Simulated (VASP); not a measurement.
Here is a VASP 6.6.1 calculation.

File INCAR:

```
PREC = Accurate
ENCUT = 520
EDIFF = 1E-7
ISMEAR = -1
SIGMA = 0.1
LREAL = False
LASPH = True
NELM = 80
ALGO = Normal
ISIF = 2
LWAVE = False
LCHARG = True
GGA = CA
LELF = True
LVHAR = True
NBANDS = 12
```

KPOINTS

```
Automatic mesh
0
Gamma
  13 13 7
```

The input POSCAR:

```
P
1.0
    3.2235965405      0.0000000000      0.0000000000
   -1.6117982703      2.7917164957      0.0000000000
    0.0000000000      0.0000000000      3.1858844396
P
2
Direct
    0.3333333333      0.6666666667      0.2500000000
    0.6666666667      0.3333333333      0.7500000000
```

Potentials or basis: VASP PAW LDA potentials, release 64 (P).

Launch:

```console
$ cat potpaw_LDA.64/P/POTCAR > POTCAR
$ mpirun -np 1 vasp_std > vasp.out
```

(1) What does it give for the band gap on the k mesh?

(2) What does it give for the pressure?

Results:

(1) zero (band 5 reaches 11.66 eV, above the bottom of band 6 at 6.71 eV).

(2) -0.1 GPa.
